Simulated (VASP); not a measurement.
# Ga2SnSe3 (P-4m2) in VASP: a series of runs, part 2 of 3

VASP 6.6.1.

### Step 3. Single point, PBE

This run uses another cell than the first one, of the same volume but with other edges.

The input, INCAR:

```
PREC = Accurate ; ENCUT = 520
EDIFF = 1E-6 ; ISMEAR = 0
SIGMA = 0.1 ; LREAL = False
LASPH = True ; NELM = 100
ALGO = Normal ; ISIF = 2
LWAVE = False ; LCHARG = False
GGA = PE ; NBANDS = 38
```

The input, KPOINTS:

```
Automatic mesh
0
Gamma
  4 4 2
```

The input, POSCAR:

```
Ga2SnSe3
1.0
    3.9458367521      0.0000000000      0.0000000000
    0.0000000000      3.9458367521      0.0000000000
    0.0000000000      0.0000000000      9.7481990881
Ga Sn Se
2 1 3
Direct
    0.0000000000      0.5000000000      0.6150716108
    0.5000000000      0.0000000000      0.3849283892
    0.0000000000      0.0000000000      0.0000000000
    0.0000000000      0.5000000000      0.3460096968
    0.5000000000      0.0000000000      0.6539903032
    0.5000000000      0.5000000000      0.0000000000
```

Potentials or basis: VASP PAW PBE potentials, release 64 (Ga_d, Sn_d, Se).

Command:

```bash
> cat potpaw_PBE.64/Ga_d/POTCAR potpaw_PBE.64/Sn_d/POTCAR potpaw_PBE.64/Se/POTCAR > POTCAR
> mpirun -np 1 vasp_std > vasp.out
```

OUTCAR:

```text
PREC = Accurate
   ENCUT = 520
   EDIFF = 1E-6
   ISMEAR = 0
   LREAL = False
   LASPH = True
   NELM = 100
   ISIF = 2
   GGA = PE

 ion  position               nearest neighbor table
   1  0.000  0.500  0.615-   4 2.62   5 2.82   5 2.82   5 2.82   5 2.82
   2  0.500  0.000  0.385-   5 2.62   4 2.82   4 2.82   4 2.82   4 2.82
   3  0.000  0.000  0.000-   6 2.79   6 2.79   6 2.79   6 2.79
   4  0.000  0.500  0.346-   1 2.62   2 2.82   2 2.82   2 2.82   2 2.82
   5  0.500  0.000  0.654-   2 2.62   1 2.82   1 2.82   1 2.82   1 2.82
   6  0.500  0.500  0.000-   3 2.79   3 2.79   3 2.79   3 2.79

  LATTYP: Found a simple tetragonal cell.
 ALAT       =     3.9458367521
 C/A-ratio  =     2.4705023802

  Lattice vectors:

 A1 = (   3.9458367521,   0.0000000000,   0.0000000000)
 A2 = (   0.0000000000,   3.9458367521,   0.0000000000)
 A3 = (   0.0000000000,   0.0000000000,   9.7481990881)

Analysis of symmetry for initial positions (statically):
=====================================================================
 Subroutine PRICEL returns:
 Original cell was already a primitive cell.

 Routine SETGRP: Setting up the symmetry group for a
 simple tetragonal supercell.

 Subroutine GETGRP returns: Found  8 space group operations
 (whereof  8 operations were pure point group operations)
 out of a pool of 16 trial point group operations.

The static configuration has the point symmetry D_2d.

Analysis of symmetry for dynamics (positions and initial velocities):
=====================================================================
 Subroutine PRICEL returns:
 Original cell was already a primitive cell.

 Routine SETGRP: Setting up the symmetry group for a
 simple tetragonal supercell.

 Subroutine GETGRP returns: Found  8 space group operations
 (whereof  8 operations were pure point group operations)
 out of a pool of 16 trial point group operations.

The dynamic configuration has the point symmetry D_2d.

 Subroutine INISYM returns: Found  8 space group operations
 (whereof  8 operations are pure point group operations),
 and found     1 'primitive' translations

----------------------------------------------------------------------------------------

                                     Primitive cell

  volume of cell :     151.7758

  direct lattice vectors                    reciprocal lattice vectors
     3.945836752  0.000000000  0.000000000     0.253431671  0.000000000  0.000000000
     0.000000000  3.945836752  0.000000000     0.000000000  0.253431671  0.000000000
     0.000000000  0.000000000  9.748199088     0.000000000  0.000000000  0.102583051

  length of vectors
     3.945836752  3.945836752  9.748199088     0.253431671  0.253431671  0.102583051

  position of ions in fractional coordinates (direct lattice)
     0.000000000  0.500000000  0.615071611
     0.500000000  0.000000000  0.384928389
     0.000000000  0.000000000  0.000000000
     0.000000000  0.500000000  0.346009697
     0.500000000  0.000000000  0.653990303
     0.500000000  0.500000000  0.000000000

  ion indices of the primitive-cell ions
   primitive index   ion index
                 1           1
                 2           2
                 3           3
                 4           4
                 5           5
[... 33 lines left out ...]
  0.250000  0.250000  0.000000      4.000000
  0.500000  0.250000  0.000000      4.000000
  0.500000  0.500000  0.000000      1.000000
  0.000000  0.000000  0.500000      1.000000
  0.250000  0.000000  0.500000      4.000000
  0.500000  0.000000  0.500000      2.000000
  0.250000  0.250000  0.500000      4.000000
  0.500000  0.250000  0.500000      4.000000
  0.500000  0.500000  0.500000      1.000000
   k-points           NKPTS =     12   k-points in BZ     NKDIM =     12   number of bands    NBANDS=     38
   number of dos      NEDOS =    301   number of ions     NIONS =      6
   total plane-waves  NPLWV =  72000
   dimension x,y,z NGX =    30 NGY =   30 NGZ =   80
   dimension x,y,z NGXF=    60 NGYF=   60 NGZF=  160
   ions per type =               2   1   3
   NGX,Y,Z   is equivalent  to a cutoff of  12.64, 12.64, 13.64 a.u.
   NGXF,Y,Z  is equivalent  to a cutoff of  25.28, 25.28, 27.29 a.u.
 SYSTEM =  unknown system
   PREC   = accura    normal or accurate (medium, high low for compatibility)
   ISTART =      0    job   : 0-new  1-cont  2-samecut
   ICHARG =      2    charge: 1-file 2-atom 10-const
   ISPIN  =      1    spin polarized calculation?
   LNONCOLLINEAR =      F non collinear calculations
   LSORBIT =      F    spin-orbit coupling
   LASPH  =      T    aspherical Exc in radial PAW
   ENCUT  =  520.0 eV  38.22 Ry    6.18 a.u.   7.34  7.34 18.13*2*pi/ulx,y,z
   NELM   =    100;   NELMIN=  2; NELMDL= -5     # of ELM steps
   EDIFF  = 0.1E-05   stopping-criterion for ELM
   LREAL  =      F    real-space projection
   EDIFFG = 0.1E-04   stopping-criterion for IOM
   NSW    =      0    number of steps for IOM
   IBRION =     -1    ionic relax: 0-MD 1-quasi-New 2-CG
   NFREE  =      0    steps in history (QN), initial steepest desc. (CG)
   ISIF   =      2    stress and relaxation
   ISYM   =      2    0-nonsym 1-usesym 2-fastsym
   POTIM  = 0.5000    time-step for ionic-motion
   TEBEG  =    0.0;   TEEND  =   0.0 temperature during run
   PSTRESS=    0.0 pullay stress
   NELECT =      58.0000    total number of electrons
   NUPDOWN=      -1.0000    fix difference up-down
   EMIN   =  10.00;   EMAX   =-10.00  energy-range for DOS
   EFERMI =   0.00;   METHOD = LEGACY
   ISMEAR =     0;   SIGMA  =   0.10  broadening in eV -4-tet -1-fermi 0-gaus
   EFERMI_NEDOS =   21; number of points for ismear=-14 and -15
   IALGO  =     38    algorithm
   IMIX   =      4    mixing-type and parameters
     AMIX     =   0.40;   BMIX     =  1.00
     AMIX_MAG =   1.60;   BMIX_MAG =  1.00
  volume/ion in A,a.u.               =      25.30       170.71
  Fermi-wavevector in a.u.,A,eV,Ry     =   1.188000  2.244995 19.202517  1.411345
  Thomas-Fermi vector in A             =   2.324140
   LORBIT       =      0    0 simple, 1 ext, 2 COOP (PROOUT), +10 PAW based schemes
   GGA     = PE    functional components
   LHFCALC =     F    Hartree Fock is set to
   AEXX    =    0.0000 exact exchange contribution
   IVDW    =     0    specifies the selected vdW correction
   LEPSILON=     F    determine dielectric tensor
   LRPA    =     F    only Hartree local field effects (RPA)
 non-spin polarized calculation
 Gauss-broadening in eV      SIGMA  =   0.10
  energy-cutoff  :      520.00
  volume of cell :      151.78
 maximum number of plane-waves:      4141
 NGX is ok and might be reduce to    30

 number of electron      57.9999979 magnetization

 Free energy of the ion-electron system (eV)
  ---------------------------------------------------
  ext. energy  EPLUGINS =         0.00000000
  ---------------------------------------------------
  free energy    TOTEN  =       -21.69351963 eV

  energy without entropy =      -21.68256424  energy(sigma->0) =      -21.68804193

 E-fermi :   4.2898     XC(G=0):  -9.5285

 val. band max:        3.9171151945   @ k =   0.5000   0.0000   0.0000
 cond. band min:       4.3227723003   @ k =   0.2500   0.2500   0.5000
 fundamental gap:      0.4056571057
 Fermi energy:         4.2898290965

 k-point     1 :       0.0000    0.0000    0.0000
  band No.  band energies     occupation
      1     -17.6469      2.00000
      2     -17.5693      2.00000
      3     -17.5693      2.00000
      4     -17.5068      2.00000
      5     -17.4965      2.00000
      6     -10.7046      2.00000
[... 481 lines left out ...]
     37       9.9164      0.00000
     38      11.4881      0.00000

------------------------ aborting loop because EDIFF is reached ----------------------------------------

  FORCE on cell =-STRESS in cart. coord.  units (eV):
  Direction    XX          YY          ZZ          XY          YZ          ZX
  --------------------------------------------------------------------------------------
  -------------------------------------------------------------------------------------
  Total        0.0612532      0.0612532      0.0618723      0.0000000      0.0000000      0.0000000
  in kB        0.6466018      0.6466018      0.6531369      0.0000000      0.0000000      0.0000000
  external PRESSURE =       0.6487802 kB  Pullay stress =       0.0000000 kB

 VOLUME and BASIS-vectors are now :
 -----------------------------------------------------------------------------
  energy-cutoff  :      520.00
  volume of cell :      151.78
      direct lattice vectors                 reciprocal lattice vectors
     3.945836752  0.000000000  0.000000000     0.253431671  0.000000000  0.000000000
     0.000000000  3.945836752  0.000000000     0.000000000  0.253431671  0.000000000
     0.000000000  0.000000000  9.748199088     0.000000000  0.000000000  0.102583051

 POSITION                                       TOTAL-FORCE (eV/Angst)
 -----------------------------------------------------------------------------------
      0.00000      1.97292      5.99584        -0.000000     -0.000000      0.014152
      1.97292      0.00000      3.75236         0.000000     -0.000000     -0.014152
      0.00000      0.00000      0.00000         0.000000     -0.000000      0.000000
      0.00000      1.97292      3.37297        -0.000000      0.000000     -0.010144
      1.97292      0.00000      6.37523        -0.000000      0.000000      0.010144
      1.97292      1.97292      0.00000        -0.000000      0.000000      0.000000
 -----------------------------------------------------------------------------------
    total drift:                                0.000000      0.000000      0.000000

  FREE ENERGIE OF THE ION-ELECTRON SYSTEM (eV)
  ---------------------------------------------------
  free  energy   TOTEN  =       -21.6935196307 eV

  energy  without entropy=      -21.6825642360  energy(sigma->0) =      -21.68804193
```

OSZICAR:

```text
N       E                     dE             d eps       ncg     rms          rms(c)
DAV:   1     0.539579320393E+03    0.53958E+03   -0.26532E+04   954   0.204E+03
DAV:   2     0.676169248289E+02   -0.47196E+03   -0.45692E+03   950   0.567E+02
DAV:   3    -0.167223707351E+02   -0.84339E+02   -0.81233E+02  1046   0.174E+02
DAV:   4    -0.220859708524E+02   -0.53636E+01   -0.53213E+01  1116   0.448E+01
DAV:   5    -0.222330953898E+02   -0.14712E+00   -0.14672E+00  1230   0.770E+00    0.569E+00
DAV:   6    -0.217170099957E+02    0.51609E+00   -0.91458E-01  1180   0.922E+00    0.340E+00
DAV:   7    -0.216962156071E+02    0.20794E-01   -0.41426E-01  1162   0.295E+00    0.114E+00
DAV:   8    -0.216932435741E+02    0.29720E-02   -0.61438E-02  1116   0.204E+00    0.236E-01
DAV:   9    -0.216933106644E+02   -0.67090E-04   -0.64925E-03  1092   0.708E-01    0.994E-02
DAV:  10    -0.216934705687E+02   -0.15990E-03   -0.91608E-04  1240   0.164E-01    0.614E-02
DAV:  11    -0.216935146661E+02   -0.44097E-04   -0.15646E-04  1174   0.930E-02    0.108E-02
DAV:  12    -0.216935195228E+02   -0.48567E-05   -0.23190E-05  1092   0.253E-02    0.802E-03
DAV:  13    -0.216935196307E+02   -0.10787E-06   -0.47916E-06   946   0.101E-02
   1 F= -.21693520E+02 E0= -.21688042E+02  d E =-.109554E-01
```

stdout:

```text
POSCAR found type information on POSCAR GaSnSe
 POSCAR found :  3 types and       6 ions
 scaLAPACK will be used
 LDA part: xc-table for (Slater+PW92), standard interpolation
 POSCAR, INCAR and KPOINTS ok, starting setup
 FFT: planning ... GRIDC
 FFT: planning ... GRID_SOFT
 FFT: planning ... GRID
 WAVECAR not read
 entering main loop
```

Wall time 36 s (1 thread of Intel Xeon 6975P-C (Granite Rapids), shared host); peak memory 0.28 GiB.

Results:

```yaml
Free_energy: -21.6935 eV
Pressure: 0.1 GPa
Largest_force: 0.014 eV/Å
Band_gap_on_the_k_mesh: zero (band 29 reaches 5.23 eV, above the bottom of band 30 at 2.63 eV)
```

Forces on the atoms (eV/Å):
```
Ga   0.000  0.000  0.014
Ga   0.000  0.000 -0.014
Sn   0.000  0.000  0.000
Se   0.000  0.000 -0.010
Se   0.000  0.000  0.010
Se   0.000  0.000  0.000
```

Caveat: the k points lie up to 0.40 Å⁻¹ apart; spin-orbit coupling is left out, which moves the levels of the heavy elements.

### Step 4. Relaxation of cell and atoms, PBE

The input, INCAR:

```
PREC     = Accurate       # precision mode
ENCUT    = 600            # plane-wave cutoff, eV
EDIFF    = 1E-7           # SCF threshold, eV
ISMEAR   = 0              # smearing method
SIGMA    = 0.1            # smearing width, eV
LREAL    = False          # projectors in reciprocal space
LASPH    = True           # aspherical terms in the spheres
NELM     = 80             # most SCF steps
ALGO     = Normal         # electronic algorithm
ISIF     = 3              # what is computed and relaxed
LWAVE    = False          # write WAVECAR
LCHARG   = False          # write CHGCAR
GGA      = PE             # functional
IBRION   = 2              # ionic algorithm
NSW      = 90             # ionic steps
EDIFFG   = -0.04          # ionic threshold
```

The input, KPOINTS:

```
regular mesh
0
Gamma
  4 4 2
```

The input, POSCAR:

```
Ga2SnSe3
1.0
    4.0983068800      0.0000000000      0.0000000000
    0.0000000000      4.0983068800      0.0000000000
    0.0000000000      0.0000000000      9.0289548300
Ga Sn Se
2 1 3
Direct
    0.0000000000      0.5000000000      0.7315000300
    0.5000000000      0.0000000000      0.2684999700
    0.0000000000      0.0000000000      0.0000000000
    0.0000000000      0.5000000000      0.3835000100
    0.5000000000      0.0000000000      0.6164999900
    0.5000000000      0.5000000000      0.0000000000
```

Command:

```bash
> cat potpaw_PBE.64/Ga_d/POTCAR potpaw_PBE.64/Sn_d/POTCAR potpaw_PBE.64/Se/POTCAR > POTCAR
> mpirun -np 1 vasp_std > vasp.out
```

Wall time 9.1 min (1 thread of Intel Xeon 6975P-C (Granite Rapids), shared host); peak memory 0.37 GiB.

Results (log left out):

```yaml
Free_energy: -21.6930 eV
Relaxed_volume: 25.24 Å³/atom
Relaxed_cell: a = 3.946 Å, b = 3.946 Å, c = 9.725 Å, α = 90.00°, β = 90.00°, γ = 90.00°
Space_group_after_relaxing_to_0.05_Å: P-4m2 (No. 115)
Energy_gained_by_relaxing: 304.6 meV/atom
Ionic_steps: 20
Pressure_after_relaxing: 0.1 GPa
Largest_force_after_relaxing: 0.026 eV/Å
Band_gap_on_the_k_mesh: zero (band 29 reaches 5.24 eV, above the bottom of band 30 at 2.65 eV)
```

Forces in eV/Å, atoms in the order of the input:
```
Ga   0.000  0.000 -0.026
Ga   0.000  0.000  0.026
Sn   0.000  0.000  0.000
Se   0.000  0.000 -0.016
Se   0.000  0.000  0.016
Se   0.000  0.000  0.000
```

The path:
```csv
step,energy change (eV),largest force (eV/Å),pressure (GPa),volume (Å³)
1,0.0000,1.4733,-3.48,151.65
2,-0.4189,1.4552,-0.62,139.91
3,-0.5445,1.3271,2.93,131.21
4,-0.8665,1.0329,2.49,132.29
5,-1.3203,0.5748,2.56,135.17
6,-1.6445,0.4314,3.40,140.93
7,-1.6220,0.4396,3.33,137.85
8,-1.7162,0.1210,3.36,139.39
9,-1.4700,0.2757,-4.40,164.40
10,-1.8084,0.1799,-0.11,147.30
11,-1.8086,0.1776,0.01,146.95
12,-1.8086,0.1765,0.07,146.80
13,-1.8149,0.1026,0.13,147.28
14,-1.8203,0.0500,0.24,148.20
15,-1.8242,0.0229,0.08,149.46
16,-1.8257,0.0838,-0.17,151.63
17,-1.8259,0.0694,-0.12,151.10
18,-1.8266,0.0552,0.07,151.01
19,-1.8266,0.0530,0.10,151.00
20,-1.8273,0.0261,0.06,151.43
```

Final structure:
```
Ga Sn Se
1.0
     3.94610    0.00000    0.00000
     0.00000    3.94610    0.00000
     0.00000    0.00000    9.72458
Ga Sn Se
2 1 3
Direct
  0.00000 0.50000 0.61655
  0.50000 0.00000 0.38345
  0.00000 0.00000 0.00000
  0.00000 0.50000 0.34611
  0.50000 0.00000 0.65389
  0.50000 0.50000 0.00000
```

Levels at points of the mesh, in eV from the Fermi level:
```
           k point  band 26  band 27  band 28  band 29  band 30  band 31  band 32  band 33
(0.00, 0.00, 0.00)    -2.81    -1.95    -1.92    -1.92    -0.79     2.25     4.10     4.12
(0.50, 0.00, 0.00)    -1.52    -1.40    -0.37     0.94     0.94     1.52     1.66     1.78
(0.50, 0.50, 0.00)    -3.94    -3.90    -1.49    -1.47    -1.47     1.19     3.28     3.28
(0.00, 0.00, 0.50)    -2.93    -1.86    -1.86    -1.18    -1.17     2.48     3.28     3.77
(0.50, 0.00, 0.50)    -1.41    -1.37     0.54     0.91     0.94     1.43     1.44     1.74
(0.50, 0.50, 0.50)    -3.78    -3.77    -1.68    -1.68    -1.65     0.83     4.21     4.21
```

Caveat: the k points lie up to 0.40 Å⁻¹ apart in the final cell; spin-orbit coupling is left out, which moves the levels of the heavy elements.

(Continued in part 3 of 3.)
